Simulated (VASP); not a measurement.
The system is HgSe3.

```xyz
4
Lattice="4.6404 0.0000 0.0000 0.0000 4.6404 0.0000 0.0000 0.0000 4.5927" Properties=species:S:1:pos:R:3 pbc="T T T"
Hg    0.0000    0.0000    0.0000
Se    0.0000    2.3202    2.2963
Se    2.3202    0.0000    2.2963
Se    2.3202    2.3202    0.0000
```

```yaml
Program: VASP 6.6.1
Task: relaxation of cell and atoms
Functional: PBE
Potentials_or_basis: VASP PAW PBE potentials, release 64 (Hg, Se)
Cutoff: 600 eV
k_mesh: 4 × 4 × 4
Occupations: gaussian, width 0.1 eV
Spin: no spin polarisation
```

At the start: pressure -4.6 GPa; volume 24.72 Å³/atom.

Q: Where does the relaxation end?

A: Over 22 steps the energy falls by 243.0 meV/atom and the volume is 21.84 Å³/atom (-11.6 %); space group P4/mmm (No. 123, to 0.05 Å).

The path:
```csv
step,energy change (eV),largest force (eV/Å),pressure (GPa),volume (Å³)
1,0.0000,0.0000,-4.58,98.90
2,-0.1510,0.0000,0.19,89.12
3,-0.1511,0.0000,-0.02,89.39
4,-0.1520,0.0000,0.02,89.38
5,-0.1556,0.0000,0.02,89.35
6,-0.1681,0.0000,0.05,89.28
7,-0.2131,0.0000,0.13,89.03
8,-0.3469,0.0000,0.74,88.18
9,-0.6373,0.0000,2.41,84.91
10,3.4690,0.0000,43.36,71.42
11,-0.6481,0.0000,2.61,84.60
12,-0.7801,0.0000,8.29,79.15
13,-0.7540,0.0000,5.78,80.80
14,-0.7959,0.0000,7.57,79.56
15,-0.8167,0.0000,7.01,80.00
16,-0.8705,0.0000,5.42,81.35
17,-0.9413,0.0000,2.61,84.10
18,-0.9566,0.0000,-1.73,89.78
19,-0.9688,0.0000,-0.24,87.58
20,-0.9688,0.0000,-0.10,87.41
21,-0.9700,0.0000,-0.09,87.40
22,-0.9720,0.0000,0.01,87.37
```

Final structure:
```cif
data_structure
_symmetry_space_group_name_H-M 'P 1'
_symmetry_Int_Tables_number 1
_cell_length_a 5.4451
_cell_length_b 5.4451
_cell_length_c 2.9470
_cell_angle_alpha 90.000
_cell_angle_beta 90.000
_cell_angle_gamma 90.000
_cell_volume 87.37
loop_
_atom_site_label
_atom_site_type_symbol
_atom_site_fract_x
_atom_site_fract_y
_atom_site_fract_z
_atom_site_occupancy
Hg1 Hg 0.00000 0.00000 0.00000 1
Se1 Se 0.00000 0.50000 0.50000 1
Se2 Se 0.50000 0.00000 0.50000 1
Se3 Se 0.50000 0.50000 0.00000 1
```
